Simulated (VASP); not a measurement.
# Ru (P6_3/mmc) in VASP: notebook

Ru is run at these levels: LDA; tasks: single point.

Everything below comes from runs of VASP 6.6.1. Logs are shortened: lines on timing, memory, paths and dates and some standing lists are left out, and cuts for length are marked.

### Step 1. The cell of the first run

Symmetry: P6_3/mmc, No. 194, hexagonal system. Conventional cell: a = 2.641 Å, b = 2.641 Å, c = 4.175 Å, α = 90.00°, β = 90.00°, γ = 120.00°. Ru (site symmetry -6m2) has 12 Ru at 2.59 to 2.64 Å within 3.4 Å.

### Step 2. Single point, LDA

INCAR reads:

```
PREC = Accurate
ENCUT = 520
EDIFF = 1E-7
ISMEAR = -1
SIGMA = 0.1
LREAL = False
LASPH = True
NELM = 80
ALGO = Normal
ISIF = 2
LWAVE = False
LCHARG = False
GGA = CA
NBANDS = 21
```

KPOINTS reads:

```
regular mesh
0
Gamma
  20 20 12
```

POSCAR reads:

```
Ru
1.0
    2.6413352827      0.0000000000      0.0000000000
   -1.3206676413      2.2874634547      0.0000000000
    0.0000000000      0.0000000000      4.1746015942
Ru
2
Direct
    0.3333333333      0.6666666667      0.2500000000
    0.6666666667      0.3333333333      0.7500000000
```

Potentials or basis: VASP PAW LDA potentials, release 64 (Ru_pv).

On the command line:

```console
$ cat potpaw_LDA.64/Ru_pv/POTCAR > POTCAR
$ mpirun -np 1 vasp_std > vasp.out
```

OUTCAR:

```text
PREC = Accurate
   ENCUT = 520
   EDIFF = 1E-7
   ISMEAR = -1
   LREAL = False
   LASPH = True
   NELM = 80
   ISIF = 2
   GGA = CA

 ion  position               nearest neighbor table
   1  0.333  0.667  0.250-   2 2.59   2 2.59   2 2.59   2 2.59   2 2.59   2 2.59
   2  0.667  0.333  0.750-   1 2.59   1 2.59   1 2.59   1 2.59   1 2.59   1 2.59

  LATTYP: Found a hexagonal cell.
 ALAT       =     2.6413352827
 C/A-ratio  =     1.5804890888

  Lattice vectors:

 A1 = (   2.6413352827,   0.0000000000,   0.0000000000)
 A2 = (  -1.3206676413,   2.2874634547,   0.0000000000)
 A3 = (   0.0000000000,   0.0000000000,   4.1746015942)

Analysis of symmetry for initial positions (statically):
=====================================================================
 Subroutine PRICEL returns:
 Original cell was already a primitive cell.

 Routine SETGRP: Setting up the symmetry group for a
 hexagonal supercell.

 Subroutine GETGRP returns: Found 24 space group operations
 (whereof 12 operations were pure point group operations)
 out of a pool of 24 trial point group operations.

The static configuration has the point symmetry D_3d.
 The point group associated with its full space group is D_6h.

Analysis of symmetry for dynamics (positions and initial velocities):
=====================================================================
 Subroutine PRICEL returns:
 Original cell was already a primitive cell.

 Routine SETGRP: Setting up the symmetry group for a
 hexagonal supercell.

 Subroutine GETGRP returns: Found 24 space group operations
 (whereof 12 operations were pure point group operations)
 out of a pool of 24 trial point group operations.

The dynamic configuration has the point symmetry D_3d.
 The point group associated with its full space group is D_6h.

 Subroutine INISYM returns: Found 24 space group operations
 (whereof 12 operations are pure point group operations),
 and found     1 'primitive' translations

----------------------------------------------------------------------------------------

                                     Primitive cell

  volume of cell :      25.2228

  direct lattice vectors                    reciprocal lattice vectors
     2.641335283  0.000000000  0.000000000     0.378596389  0.218582727  0.000000000
    -1.320667641  2.287463455  0.000000000     0.000000000  0.437165454  0.000000000
     0.000000000  0.000000000  4.174601594     0.000000000  0.000000000  0.239543817

  length of vectors
     2.641335283  2.641335283  4.174601594     0.437165454  0.437165454  0.239543817

  position of ions in fractional coordinates (direct lattice)
     0.333333333  0.666666667  0.250000000
     0.666666667  0.333333333  0.750000000

  ion indices of the primitive-cell ions
   primitive index   ion index
                 1           1
                 2           2

----------------------------------------------------------------------------------------

 KPOINTS: regular mesh

Automatic generation of k-mesh.
 Grid dimensions read from file:
 generate k-points for:   20   20   12

 Generating k-lattice:

  Cartesian coordinates                     Fractional coordinates (reciprocal lattice)
     0.018929819  0.010929136  0.000000000     0.050000000 -0.000000000  0.000000000
     0.000000000  0.021858273  0.000000000     0.000000000  0.050000000  0.000000000
     0.000000000  0.000000000  0.019961985     0.000000000  0.000000000  0.083333333

  Length of vectors
     0.021858273  0.021858273  0.019961985

  Shift w.r.t. Gamma in fractional coordinates (k-lattice)
     0.000000000  0.000000000  0.000000000

 Subroutine IBZKPT returns following result:
 ===========================================

 Found    308 irreducible k-points:

 Following reciprocal coordinates:
            Coordinates               Weight
  0.000000  0.000000  0.000000      1.000000
  0.050000  0.000000  0.000000      6.000000
  0.100000  0.000000  0.000000      6.000000
  0.150000  0.000000  0.000000      6.000000
  0.200000  0.000000  0.000000      6.000000
  0.250000  0.000000  0.000000      6.000000
[... 16 lines left out ...]
  0.200000  0.100000  0.000000     12.000000
  0.250000  0.100000  0.000000     12.000000
 [... further k-points ...]
   k-points           NKPTS =    308   k-points in BZ     NKDIM =    308   number of bands    NBANDS=     21
   number of dos      NEDOS =    301   number of ions     NIONS =      2
   total plane-waves  NPLWV =  12800
   dimension x,y,z NGX =    20 NGY =   20 NGZ =   32
   dimension x,y,z NGXF=    40 NGYF=   40 NGZF=   64
   ions per type =               2
   NGX,Y,Z   is equivalent  to a cutoff of  12.59, 12.59, 12.74 a.u.
   NGXF,Y,Z  is equivalent  to a cutoff of  25.18, 25.18, 25.49 a.u.
 SYSTEM =  unknown system
   PREC   = accura    normal or accurate (medium, high low for compatibility)
   ISTART =      0    job   : 0-new  1-cont  2-samecut
   ICHARG =      2    charge: 1-file 2-atom 10-const
   ISPIN  =      1    spin polarized calculation?
   LNONCOLLINEAR =      F non collinear calculations
   LSORBIT =      F    spin-orbit coupling
   LASPH  =      T    aspherical Exc in radial PAW
   ENCUT  =  520.0 eV  38.22 Ry    6.18 a.u.   4.91  4.91  7.76*2*pi/ulx,y,z
   NELM   =     80;   NELMIN=  2; NELMDL= -5     # of ELM steps
   EDIFF  = 0.1E-06   stopping-criterion for ELM
   LREAL  =      F    real-space projection
   EDIFFG = 0.1E-05   stopping-criterion for IOM
   NSW    =      0    number of steps for IOM
   IBRION =     -1    ionic relax: 0-MD 1-quasi-New 2-CG
   NFREE  =      0    steps in history (QN), initial steepest desc. (CG)
   ISIF   =      2    stress and relaxation
   ISYM   =      2    0-nonsym 1-usesym 2-fastsym
   POTIM  = 0.5000    time-step for ionic-motion
   TEBEG  =    0.0;   TEEND  =   0.0 temperature during run
   PSTRESS=    0.0 pullay stress
   NELECT =      28.0000    total number of electrons
   NUPDOWN=      -1.0000    fix difference up-down
   EMIN   =  10.00;   EMAX   =-10.00  energy-range for DOS
   EFERMI =   0.00;   METHOD = LEGACY
   ISMEAR =    -1;   SIGMA  =   0.10  broadening in eV -4-tet -1-fermi 0-gaus
   EFERMI_NEDOS =   21; number of points for ismear=-14 and -15
   IALGO  =     38    algorithm
   IMIX   =      4    mixing-type and parameters
     AMIX     =   0.40;   BMIX     =  1.00
     AMIX_MAG =   1.60;   BMIX_MAG =  1.00
  volume/ion in A,a.u.               =      12.61        85.11
  Fermi-wavevector in a.u.,A,eV,Ry     =   1.695105  3.203284 39.094720  2.873381
  Thomas-Fermi vector in A             =   2.776209
   LORBIT       =      0    0 simple, 1 ext, 2 COOP (PROOUT), +10 PAW based schemes
   GGA     = CA    functional components
   LHFCALC =     F    Hartree Fock is set to
   AEXX    =    0.0000 exact exchange contribution
   IVDW    =     0    specifies the selected vdW correction
   LEPSILON=     F    determine dielectric tensor
   LRPA    =     F    only Hartree local field effects (RPA)
 non-spin polarized calculation
  energy-cutoff  :      520.00
  volume of cell :       25.22
 maximum number of plane-waves:       703
 NGX is ok and might be reduce to    20
   NGX =  9   NGY =  9   NGZ = 15

 number of electron      27.9999994 magnetization

 Free energy of the ion-electron system (eV)
  ---------------------------------------------------
  ext. energy  EPLUGINS =         0.00000000
  ---------------------------------------------------
  free energy    TOTEN  =       -21.36540358 eV

  energy without entropy =      -21.31729855  energy(sigma->0) =      -21.34135106

 E-fermi :  14.1318     XC(G=0): -14.8377

 val. band max:       14.1296386965   @ k =   0.4000   0.0500   0.3333
 cond. band min:      14.1374682538   @ k =   0.4000   0.0000   0.3333
 fundamental gap:      0.0078295573
 Fermi energy:        14.1318160725

 k-point     1 :       0.0000    0.0000    0.0000
  band No.  band energies     occupation
      1     -29.6740      2.00000
      2     -28.4675      2.00000
      3     -28.4675      2.00000
      4     -28.2495      2.00000
      5     -28.2495      2.00000
      6     -28.1927      2.00000
[... 13 lines left out ...]
     20      24.0100      0.00000
     21      25.3416      0.00000

 k-point     2 :       0.0500    0.0000    0.0000
  band No.  band energies     occupation
      1     -29.6630      2.00000
      2     -28.4914      2.00000
      3     -28.4756      2.00000
      4     -28.2745      2.00000
      5     -28.2526      2.00000
      6     -28.1978      2.00000
[... 13 lines left out ...]
     20      24.0100      0.00000
     21      25.3279      0.00000

 k-point     3 :       0.1000    0.0000    0.0000
  band No.  band energies     occupation
      1     -29.6304      2.00000
      2     -28.5609      2.00000
      3     -28.4987      2.00000
      4     -28.3465      2.00000
      5     -28.2619      2.00000
      6     -28.2131      2.00000
[... 13 lines left out ...]
     20      24.0100      0.00000
     21      25.2798      0.00000

 k-point     4 :       0.1500    0.0000    0.0000
  band No.  band energies     occupation
      1     -29.5778      2.00000
      2     -28.6692      2.00000
      3     -28.5339      2.00000
      4     -28.4567      2.00000
      5     -28.2771      2.00000
      6     -28.2387      2.00000
[... 13 lines left out ...]
     20      24.0100      0.00000
     21      25.1864      0.00000

 k-point     5 :       0.2000    0.0000    0.0000
  band No.  band energies     occupation
      1     -29.5078      2.00000
      2     -28.8054      2.00000
      3     -28.5923      2.00000
      4     -28.5770      2.00000
      5     -28.2973      2.00000
      6     -28.2746      2.00000
[... 13 lines left out ...]
     20      24.0099      0.00000
     21      25.0503      0.00000

 k-point     6 :       0.2500    0.0000    0.0000
  band No.  band energies     occupation
      1     -29.4241      2.00000
      2     -28.9560      2.00000
      3     -28.7387      2.00000
      4     -28.6235      2.00000
      5     -28.3207      2.00000
      6     -28.3205      2.00000
[... 13 lines left out ...]
     20      24.0099      0.00000
     21      24.8920      0.00000

 k-point     7 :       0.3000    0.0000    0.0000
  band No.  band energies     occupation
      1     -29.3312      2.00000
      2     -29.1062      2.00000
      3     -28.8812      2.00000
      4     -28.6688      2.00000
      5     -28.3754      2.00000
      6     -28.3448      2.00000
[... 13 lines left out ...]
     20      24.0097      0.00000
     21      24.7280      0.00000
[... 291 lines left out ...]
      1     -29.4265      2.00000
      2     -29.1766      2.00000
      3     -29.0507      2.00000
      4     -28.7780      2.00000
      5     -28.5703      2.00000
      6     -28.4159      2.00000
[... 13 lines left out ...]
     20      24.0088      0.00000
     21      25.8385      0.00000

 k-point    21 :       0.1000    0.1000    0.0000
  band No.  band energies     occupation
      1     -29.5472      2.00000
      2     -28.7063      2.00000
      3     -28.6153      2.00000
      4     -28.4633      2.00000
      5     -28.3023      2.00000
      6     -28.2542      2.00000
[... 13 lines left out ...]
     20      24.0100      0.00000
     21      25.1357      0.00000

 k-point    22 :       0.1500    0.1000    0.0000
  band No.  band energies     occupation
      1     -29.4788      2.00000
      2     -28.8197      2.00000
      3     -28.7221      2.00000
      4     -28.5295      2.00000
      5     -28.3336      2.00000
      6     -28.2901      2.00000
[... 13 lines left out ...]
     20      24.0099      0.00000
     21      25.0206      0.00000

 k-point    23 :       0.2000    0.1000    0.0000
  band No.  band energies     occupation
      1     -29.3967      2.00000
      2     -28.9556      2.00000
      3     -28.8314      2.00000
      4     -28.6009      2.00000
      5     -28.3656      2.00000
      6     -28.3361      2.00000
[... 13 lines left out ...]
     20      24.0098      0.00000
     21      24.9090      0.00000

 k-point    24 :       0.2500    0.1000    0.0000
  band No.  band energies     occupation
      1     -29.3055      2.00000
      2     -29.0966      2.00000
      3     -28.9350      2.00000
      4     -28.6706      2.00000
      5     -28.3962      2.00000
      6     -28.3911      2.00000
[... 13 lines left out ...]
     20      24.0097      0.00000
     21      24.8271      0.00000

 [... further k-points ...]

------------------------ aborting loop because EDIFF is reached ----------------------------------------

  FORCE on cell =-STRESS in cart. coord.  units (eV):
  Direction    XX          YY          ZZ          XY          YZ          ZX
  --------------------------------------------------------------------------------------
  -------------------------------------------------------------------------------------
  Total        2.5450891      2.5450891      2.5669663      0.0000000      0.0000000      0.0000000
  in kB      161.6668002    161.6668002    163.0564641      0.0000000      0.0000000      0.0000000
  external PRESSURE =     162.1300215 kB  Pullay stress =       0.0000000 kB

 VOLUME and BASIS-vectors are now :
 -----------------------------------------------------------------------------
  energy-cutoff  :      520.00
  volume of cell :       25.22
      direct lattice vectors                 reciprocal lattice vectors
     2.641335283  0.000000000  0.000000000     0.378596389  0.218582727  0.000000000
    -1.320667641  2.287463455  0.000000000     0.000000000  0.437165454  0.000000000
     0.000000000  0.000000000  4.174601594     0.000000000  0.000000000  0.239543817

 POSITION                                       TOTAL-FORCE (eV/Angst)
 -----------------------------------------------------------------------------------
     -0.00000      1.52498      1.04365        -0.000000     -0.000000      0.000000
      1.32067      0.76249      3.13095         0.000000      0.000000      0.000000
 -----------------------------------------------------------------------------------
    total drift:                               -0.000000      0.000000     -0.000000

  FREE ENERGIE OF THE ION-ELECTRON SYSTEM (eV)
  ---------------------------------------------------
  free  energy   TOTEN  =       -21.3654035823 eV

  energy  without entropy=      -21.3172985467  energy(sigma->0) =      -21.34135106
```

Wall time 3.8 min (1 thread of AMD EPYC 7R13, shared host); peak memory 0.2 GiB.

Results:

| Item | Value |
| --- | --- |
| Free energy | -21.3654 eV |
| Pressure | 16.2 GPa |
| Band gap on the k mesh | zero (band 14 reaches 15.93 eV, above the bottom of band 15 at 12.27 eV) |

Levels at points of the mesh, in eV from the Fermi level:
| k point | band 12 | band 13 | band 14 | band 15 | band 16 | band 17 |
| --- | --- | --- | --- | --- | --- | --- |
| (0.00, 0.00, 0.00) | -2.18 | -2.18 | -1.60 | -1.60 | 1.30 | 1.30 |
| (0.50, 0.00, 0.00) | -1.95 | -1.71 | 1.59 | 2.07 | 2.17 | 4.48 |
| (0.00, 0.00, 0.50) | -3.14 | -2.98 | -2.98 | 0.60 | 0.60 | 0.60 |
| (0.50, 0.00, 0.50) | -1.22 | 0.48 | 0.48 | 1.89 | 1.89 | 3.68 |

[end of part 1 of 3]
